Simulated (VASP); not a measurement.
# Ti (Im-3m) in VASP: settings compared

Aim: see how the results for Ti move with the level of theory and the settings. Levels: r2SCAN, PBE+D3(BJ), PBE+D4. Tasks: single point.

Program: VASP 6.6.1. These are calculated values, not measurements. Logs are shortened: lines on timing, memory, paths and dates and some standing lists are left out, and cuts for length are marked.

## 1. The cell of the first run

Symmetry: Im-3m, No. 229, cubic system. The conventional cell has a = 3.253 Å, b = 3.253 Å, c = 3.253 Å, α = 90.00°, β = 90.00°, γ = 90.00°. Ti (site symmetry m-3m) has 14 Ti at 2.82 to 3.25 Å within 3.7 Å.

## 2. Single point, r2SCAN

The input, POSCAR:

```
Ti
1.0
   -1.6267110350      1.6267110350      1.6267110350
    1.6267110350     -1.6267110350      1.6267110350
    1.6267110350      1.6267110350     -1.6267110350
Ti
1
Direct
    0.0000000000      0.0000000000      0.0000000000
```

The input, INCAR.step1:

```
SYSTEM = Ti
PREC = Accurate
ENCUT = 520
ISMEAR = -1
SIGMA = 0.05
LREAL = .FALSE.
LASPH = .TRUE.
NELM = 100
NBANDS = 12
GGA = PE
ALGO = Normal
EDIFF = 1E-4
LWAVE = .TRUE.
LCHARG = .FALSE.
```

The input, INCAR.step2:

```
SYSTEM = Ti
PREC = Accurate
ENCUT = 520
EDIFF = 1E-6
ISMEAR = -1
SIGMA = 0.05
LREAL = .FALSE.
LASPH = .TRUE.
NELM = 100
ALGO = Normal
ISIF = 2
LWAVE = .FALSE.
LCHARG = .FALSE.
METAGGA = R2SCAN
LMIXTAU = .TRUE.
NBANDS = 12
ISTART = 1
```

The input, KPOINTS:

```
Automatic mesh
0
G
  11 11 11
  0 0 0
```

Potentials or basis: VASP PAW PBE potentials, release 64 (Ti_sv).

Started as:

```
> cat potpaw_PBE.64/Ti_sv/POTCAR > POTCAR
> cp INCAR.step1 INCAR
> mpirun -np 1 vasp_std > vasp.out
> cp INCAR.step2 INCAR
> mpirun -np 1 vasp_std > vasp.out
```

OUTCAR:

```text
SYSTEM = Ti
   PREC = Accurate
   ENCUT = 520
   EDIFF = 1E-6
   ISMEAR = -1
   LREAL = .FALSE.
   LASPH = .TRUE.
   NELM = 100
   ISIF = 2
   METAGGA = R2SCAN
   ISTART = 1

 ion  position               nearest neighbor table
   1  0.000  0.000  0.000-

  LATTYP: Found a body centered cubic cell.
 ALAT       =     3.2534220700

  Lattice vectors:

 A1 = (  -1.6267110350,   1.6267110350,   1.6267110350)
 A2 = (   1.6267110350,  -1.6267110350,   1.6267110350)
 A3 = (   1.6267110350,   1.6267110350,  -1.6267110350)

Analysis of symmetry for initial positions (statically):
=====================================================================
 Subroutine PRICEL returns:
 Original cell was already a primitive cell.

 Routine SETGRP: Setting up the symmetry group for a
 body centered cubic supercell.

 Subroutine GETGRP returns: Found 48 space group operations
[... 9 lines left out ...]

 Routine SETGRP: Setting up the symmetry group for a
 body centered cubic supercell.

 Subroutine GETGRP returns: Found 48 space group operations
[... 11 lines left out ...]
                                     Primitive cell

  volume of cell :      17.2183

  direct lattice vectors                    reciprocal lattice vectors
    -1.626711035  1.626711035  1.626711035     0.000000000  0.307368666  0.307368666
     1.626711035 -1.626711035  1.626711035     0.307368666  0.000000000  0.307368666
     1.626711035  1.626711035 -1.626711035     0.307368666  0.307368666  0.000000000

  length of vectors
     2.817546162  2.817546162  2.817546162     0.434684935  0.434684935  0.434684935

  position of ions in fractional coordinates (direct lattice)
     0.000000000  0.000000000  0.000000000

  ion indices of the primitive-cell ions
   primitive index   ion index
                 1           1

----------------------------------------------------------------------------------------

 KPOINTS: Automatic mesh

Automatic generation of k-mesh.
 Grid dimensions read from file:
 generate k-points for:   11   11   11

 Generating k-lattice:

  Cartesian coordinates                     Fractional coordinates (reciprocal lattice)
     0.000000000  0.027942606  0.027942606     0.090909091  0.000000000  0.000000000
     0.027942606  0.000000000  0.027942606     0.000000000  0.090909091  0.000000000
     0.027942606  0.027942606  0.000000000     0.000000000  0.000000000  0.090909091

  Length of vectors
     0.039516812  0.039516812  0.039516812

  Shift w.r.t. Gamma in fractional coordinates (k-lattice)
     0.000000000  0.000000000  0.000000000

 Subroutine IBZKPT returns following result:
 ===========================================

 Found     56 irreducible k-points:

 Following reciprocal coordinates:
            Coordinates               Weight
  0.000000  0.000000  0.000000      1.000000
  0.090909  0.000000  0.000000     12.000000
  0.181818  0.000000  0.000000     12.000000
  0.272727  0.000000  0.000000     12.000000
  0.363636  0.000000  0.000000     12.000000
  0.454545  0.000000  0.000000     12.000000
[... 16 lines left out ...]
  0.272727  0.181818  0.090909     48.000000
  0.363636  0.181818  0.090909     24.000000
 [... further k-points ...]
   k-points           NKPTS =     56   k-points in BZ     NKDIM =     56   number of bands    NBANDS=     12
   number of dos      NEDOS =    301   number of ions     NIONS =      1
   total plane-waves  NPLWV =  13824
   dimension x,y,z NGX =    24 NGY =   24 NGZ =   24
   dimension x,y,z NGXF=    48 NGYF=   48 NGZF=   48
   ions per type =               1
   NGX,Y,Z   is equivalent  to a cutoff of  14.16, 14.16, 14.16 a.u.
   NGXF,Y,Z  is equivalent  to a cutoff of  28.32, 28.32, 28.32 a.u.
 SYSTEM =  Ti
   PREC   = accura    normal or accurate (medium, high low for compatibility)
   ISTART =      1    job   : 0-new  1-cont  2-samecut
   ICHARG =      0    charge: 1-file 2-atom 10-const
   ISPIN  =      1    spin polarized calculation?
   LNONCOLLINEAR =      F non collinear calculations
   LSORBIT =      F    spin-orbit coupling
   LASPH  =      T    aspherical Exc in radial PAW
   ENCUT  =  520.0 eV  38.22 Ry    6.18 a.u.   5.24  5.24  5.24*2*pi/ulx,y,z
   NELM   =    100;   NELMIN=  2; NELMDL=  0     # of ELM steps
   EDIFF  = 0.1E-05   stopping-criterion for ELM
   LREAL  =      F    real-space projection
   EDIFFG = 0.1E-04   stopping-criterion for IOM
   NSW    =      0    number of steps for IOM
   IBRION =     -1    ionic relax: 0-MD 1-quasi-New 2-CG
   NFREE  =      0    steps in history (QN), initial steepest desc. (CG)
   ISIF   =      2    stress and relaxation
   ISYM   =      2    0-nonsym 1-usesym 2-fastsym
   POTIM  = 0.5000    time-step for ionic-motion
   TEBEG  =    0.0;   TEEND  =   0.0 temperature during run
   PSTRESS=    0.0 pullay stress
   NELECT =      12.0000    total number of electrons
   NUPDOWN=      -1.0000    fix difference up-down
   EMIN   =  10.00;   EMAX   =-10.00  energy-range for DOS
   EFERMI =   0.00;   METHOD = LEGACY
   ISMEAR =    -1;   SIGMA  =   0.05  broadening in eV -4-tet -1-fermi 0-gaus
   EFERMI_NEDOS =   21; number of points for ismear=-14 and -15
   IALGO  =     38    algorithm
   IMIX   =      4    mixing-type and parameters
     AMIX     =   0.40;   BMIX     =  1.00
     AMIX_MAG =   1.60;   BMIX_MAG =  1.00
  volume/ion in A,a.u.               =      17.22       116.20
  Fermi-wavevector in a.u.,A,eV,Ry     =   1.451459  2.742860 28.663854  2.106734
  Thomas-Fermi vector in A             =   2.568954
   LORBIT       =      0    0 simple, 1 ext, 2 COOP (PROOUT), +10 PAW based schemes
   METAGGA = R2SCAN    functional components
   LHFCALC =     F    Hartree Fock is set to
   AEXX    =    0.0000 exact exchange contribution
   IVDW    =     0    specifies the selected vdW correction
   LEPSILON=     F    determine dielectric tensor
   LRPA    =     F    only Hartree local field effects (RPA)
 non-spin polarized calculation
  energy-cutoff  :      520.00
  volume of cell :       17.22
 maximum number of plane-waves:       474
 NGX is ok and might be reduce to    24
   NGX = 11   NGY = 11   NGZ = 11

 number of electron      11.9999997 magnetization

 Free energy of the ion-electron system (eV)
  ---------------------------------------------------
  ext. energy  EPLUGINS =         0.00000000
  ---------------------------------------------------
  free energy    TOTEN  =       -12.82108927 eV

  energy without entropy =      -12.79963308  energy(sigma->0) =      -12.81036117

 E-fermi :   8.2101     XC(G=0): -12.4442

 val. band max:        8.2070968746   @ k =  -0.3636  -0.4545   0.0909
 cond. band min:       8.2214699207   @ k =   0.1818   0.0909   0.0909
 fundamental gap:      0.0143730462
 Fermi energy:         8.2100532585

 k-point     1 :       0.0000    0.0000    0.0000
  band No.  band energies     occupation
      1     -50.6794      2.00000
      2     -25.4726      2.00000
      3     -25.4726      2.00000
      4     -25.4726      2.00000
      5       1.8542      2.00000
      6       9.3638      0.00000
      7       9.3638      0.00000
      8       9.3638      0.00000
      9      11.1612      0.00000
     10      11.1612      0.00000
     11      26.3637      0.00000
     12      26.3637      0.00000

 k-point     2 :       0.0909    0.0000    0.0000
  band No.  band energies     occupation
      1     -50.6682      2.00000
      2     -25.5317      2.00000
      3     -25.4904      2.00000
      4     -25.4730      2.00000
      5       2.1482      2.00000
      6       9.2267      0.00000
      7       9.3134      0.00000
      8       9.5754      0.00000
      9      11.0120      0.00000
     10      11.1695      0.00000
     11      25.8736      0.00000
     12      26.3009      0.00000

 k-point     3 :       0.1818    0.0000    0.0000
  band No.  band energies     occupation
      1     -50.6383      2.00000
      2     -25.6882      2.00000
      3     -25.5379      2.00000
      4     -25.4742      2.00000
      5       2.9735      2.00000
      6       8.8779      0.00000
      7       9.0495      0.00000
      8      10.1766      0.00000
      9      10.8316      0.00000
     10      11.2078      0.00000
     11      24.3299      0.00000
     12      25.6407      0.00000

 k-point     4 :       0.2727    0.0000    0.0000
  band No.  band energies     occupation
      1     -50.5987      2.00000
      2     -25.8887      2.00000
      3     -25.5996      2.00000
      4     -25.4759      2.00000
      5       4.1299      2.00000
      6       8.4567      0.01430
      7       8.6232      0.00052
      8      10.9063      0.00000
      9      11.0570      0.00000
     10      11.2955      0.00000
     11      21.9510      0.00000
     12      24.2937      0.00000

 k-point     5 :       0.3636    0.0000    0.0000
  band No.  band energies     occupation
      1     -50.5622      2.00000
      2     -26.0688      2.00000
      3     -25.6558      2.00000
      4     -25.4774      2.00000
      5       5.1581      2.00000
      6       8.0991      1.80373
      7       8.5673      0.00158
      8      11.0863      0.00000
      9      11.4182      0.00000
     10      11.9998      0.00000
     11      19.4637      0.00000
     12      23.0139      0.00000
[... 228 lines left out ...]
      1     -50.6574      2.00000
      2     -25.5526      2.00000
      3     -25.5085      2.00000
      4     -25.5085      2.00000
      5       2.4343      2.00000
      6       9.3104      0.00000
      7       9.3104      0.00000
      8       9.5768      0.00000
      9      10.6457      0.00000
     10      11.3443      0.00000
     11      25.3323      0.00000
     12      26.7735      0.00000

 k-point    22 :       0.1818    0.1818    0.0909
  band No.  band energies     occupation
      1     -50.5593      2.00000
      2     -26.0217      2.00000
      3     -25.6486      2.00000
      4     -25.5645      2.00000
      5       5.7378      2.00000
      6       7.7933      1.99952
      7       7.9405      1.99093
      8      11.1807      0.00000
      9      11.4374      0.00000
     10      12.8982      0.00000
     11      20.8309      0.00000
     12      21.1438      0.00000

 k-point    23 :       0.2727    0.1818    0.0909
  band No.  band energies     occupation
      1     -50.5379      2.00000
      2     -26.0558      2.00000
      3     -25.7419      2.00000
      4     -25.5817      2.00000
      5       6.5256      2.00000
      6       7.6315      1.99998
      7       7.9277      1.99298
      8      11.3042      0.00000
      9      11.5415      0.00000
     10      14.0664      0.00000
     11      18.5812      0.00000
     12      20.2010      0.00000

 k-point    24 :       0.3636    0.1818    0.0909
  band No.  band energies     occupation
      1     -50.5299      2.00000
      2     -26.0579      2.00000
      3     -25.7889      2.00000
      4     -25.5865      2.00000
      5       6.6540      2.00000
      6       7.6098      1.99999
      7       8.1487      1.54667
      8      11.3700      0.00000
      9      11.5692      0.00000
     10      14.8137      0.00000
     11      17.2990      0.00000
     12      19.8889      0.00000

 [... further k-points ...]
[... 5 lines left out ...]
  --------------------------------------------------------------------------------------
  -------------------------------------------------------------------------------------
  Total        0.0307498      0.0307498      0.0307498      0.0000000      0.0000000     -0.0000000
  in kB        2.8612843      2.8612843      2.8612843      0.0000000      0.0000000     -0.0000000
  external PRESSURE =       2.8612843 kB  Pullay stress =       0.0000000 kB

 VOLUME and BASIS-vectors are now :
 -----------------------------------------------------------------------------
  energy-cutoff  :      520.00
  volume of cell :       17.22
      direct lattice vectors                 reciprocal lattice vectors
    -1.626711035  1.626711035  1.626711035     0.000000000  0.307368666  0.307368666
     1.626711035 -1.626711035  1.626711035     0.307368666  0.000000000  0.307368666
     1.626711035  1.626711035 -1.626711035     0.307368666  0.307368666  0.000000000

 POSITION                                       TOTAL-FORCE (eV/Angst)
 -----------------------------------------------------------------------------------
      0.00000      0.00000      0.00000         0.000000      0.000000     -0.000000
 -----------------------------------------------------------------------------------
    total drift:                                0.000000      0.000000     -0.000000

  FREE ENERGIE OF THE ION-ELECTRON SYSTEM (eV)
  ---------------------------------------------------
  free  energy   TOTEN  =       -12.8210892666 eV

  energy  without entropy=      -12.7996330780  energy(sigma->0) =      -12.81036117
```

It took 17 s on 1 thread of Intel Xeon 6975P-C (Granite Rapids), shared host; peak memory 0.14 GiB.

Results:

- Free energy: -12.8211 eV
- Pressure: 0.3 GPa
- Band gap on the k mesh: zero (band 6 reaches 9.36 eV, above the bottom of band 7 at 7.59 eV)

Caveat: the PAW data sets were made with another functional, which shifts forces and pressure a little.

## 3. Single point, PBE+D3(BJ)

This run uses another cell than the first one, of 16.29 Å³/atom, 0.946 times its volume.

The input, INCAR:

```
SYSTEM = Ti
PREC = Accurate ; ENCUT = 520
EDIFF = 1E-6 ; ISMEAR = -1
SIGMA = 0.05 ; LREAL = .False.
LASPH = .True. ; NELM = 100
ALGO = Normal ; ISIF = 2
LWAVE = .False. ; LCHARG = .False.
GGA = PE ; IVDW = 12
NBANDS = 12
```

The input, KPOINTS:

```
regular mesh
0
Gamma
  11 11 11
  0 0 0
```

The input, POSCAR:

```
Ti
1.0
   -1.5968293054      1.5968293054      1.5968293054
    1.5968293054     -1.5968293054      1.5968293054
    1.5968293054      1.5968293054     -1.5968293054
Ti
1
Direct
    0.0000000000      0.0000000000      0.0000000000
```

Potentials or basis: VASP PAW PBE potentials, release 64 (Ti_sv).

Started as:

```
> cat potpaw_PBE.64/Ti_sv/POTCAR > POTCAR
> mpirun -np 1 vasp_std > vasp.out
```

Run time: 7.7 s. Hardware: 1 thread of Intel Xeon Platinum 8259CL at 2.50GHz (Skylake/Cascade Lake), shared host; peak memory 0.15 GiB.

It converged, with:

| Item | Value |
| --- | --- |
| Free energy | -8.3586 eV |
| Pressure | -0.3 GPa |
| Band gap on the k mesh | zero (band 6 reaches 9.84 eV, above the bottom of band 7 at 8.12 eV) |
| Dispersion energy per atom | -0.643 eV |

Levels at points of the mesh, in eV from the Fermi level:
| k point | band 3 | band 4 | band 5 | band 6 | band 7 | band 8 | band 9 | band 10 |
| --- | --- | --- | --- | --- | --- | --- | --- | --- |
| (0.00, 0.00, 0.00) | -32.16 | -32.16 | -6.08 | 1.06 | 1.06 | 1.06 | 2.96 | 2.96 |

Caveat: pairwise dispersion overbinds metals, which lowers pressure and volume.

(Part 1 of 2 ends here.)
